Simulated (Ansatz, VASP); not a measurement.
## Two plane-wave programs on Ni

```
Ni
1.0
     2.36694    0.00000    0.00000
     0.00000    2.36694    0.00000
     0.00000    0.00000    2.36694
Ni
1
Direct
  0.00000 0.00000 0.00000
```

Alike in both runs: task single point; functional BLYP; k mesh 15 × 15 × 15; occupations fermi-dirac, width 0.1 eV; no spin polarisation.

|  | VASP | Ansatz |
| --- | --- | --- |
| version | VASP 6.6.1 | Ansatz 0.2.0 |
| potentials or method | VASP PAW PBE potentials, release 64 (Ni), cutoff 600 eV | plane waves (420 eV) with PAW, scalar-relativistic |
| valence electrons in the cell | 10 | 18 |

```csv
,VASP,Ansatz,Ansatz less VASP
pressure (GPa),-0.1,-0.1,+0.01
```

VASP's potentials were made for PBE, not for BLYP. VASP's potentials hold 10 valence electrons a cell and Ansatz's 18, so a difference there can come from the potentials and not from the codes.
